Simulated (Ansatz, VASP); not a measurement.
**One calculation of C, two programs**

Contents of INCAR:

```
  ALGO = Normal
  EDIFF = 1E-6
  ENCUT = 520
  GGA = PE
  ISIF = 2
  ISMEAR = 0
  LASPH = True
  LCHARG = False
  LREAL = False
  LWAVE = False
  NBANDS = 26
  NELM = 80
  PREC = Accurate
  SIGMA = 0.1
```

Contents of KPOINTS:

```
k-points
0
Gamma
  4 4 4
```

Contents of POSCAR:

```
C
1.0
    3.1062388329      0.0000000000      0.0000000000
    0.0000000000      3.1062388329      0.0000000000
    0.0000000000      0.0000000000      4.9034207073
C
8
Direct
    0.3541938531      1.0000000000      0.1250000000
    0.3541938531      0.0000000000      0.6250000000
    0.0000000000      0.6458061469      0.2500000000
    0.0000000000      0.6458061469      0.7500000000
    0.6458061469      0.0000000000      0.3750000000
    0.6458061469      0.0000000000      0.8750000000
    0.0000000000      0.3541938531      0.5000000000
    0.0000000000      0.3541938531      0.0000000000
```

Input for Ansatz:

```yaml
crystal:
  lattice:
    - [3.1062388329, 0.0, 0.0]
    - [0.0, 3.1062388329, 0.0]
    - [0.0, 0.0, 4.9034207073]
  atoms:
    - { symbol: C, position: [0.3541938531, 1.0, 0.125] }
    - { symbol: C, position: [0.3541938531, 0.0, 0.625] }
    - { symbol: C, position: [0.0, 0.6458061469, 0.25] }
    - { symbol: C, position: [0.0, 0.6458061469, 0.75] }
    - { symbol: C, position: [0.6458061469, 0.0, 0.375] }
    - { symbol: C, position: [0.6458061469, 0.0, 0.875] }
    - { symbol: C, position: [0.0, 0.3541938531, 0.5] }
    - { symbol: C, position: [0.0, 0.3541938531, 0.0] }
basis:
  ecutwfc: 420
kpoints:
  mp_grid: { grid: [4, 4, 4] }
hamiltonian:
  xc: pbe
scf:
  occupations: { method: gaussian, width: 0.1 }
  lower_state_search: "off"
output:
  forces: true
  stress: true
  eigenvalues: true
```

Alike in both runs: task single point; functional PBE; k mesh 4 × 4 × 4; occupations gaussian, width 0.1 eV; no spin polarisation.

|  | VASP | Ansatz |
| --- | --- | --- |
| version | VASP 6.6.1 | Ansatz 0.2.0 |
| potentials or method | VASP PAW PBE potentials, release 64 (C), cutoff 520 eV | scalar-relativistic, plane waves, PAW |
| valence electrons in the cell | 32 | 32 |

|  | VASP | Ansatz | Ansatz less VASP |
| --- | --- | --- | --- |
| gap on the k mesh at the Fermi level (eV) | 1.07 | 1.08 | +0.012 |
| least direct gap on the mesh (eV) | 1.60 | 1.61 | +0.010 |
| pressure (GPa) | 0.6 | 0.1 | -0.50 |
| traceless stress, the component that is largest in VASP (GPa) | 0.75 | 0.38 | -0.361 |
| rms of the force components (eV/Å) | 0.038 | 0.025 | -0.0130 |

Atom by atom the forces differ by 0.013 eV/Å (rms over components).

The k mesh is coarse, so the values compare programs but aren't converged.
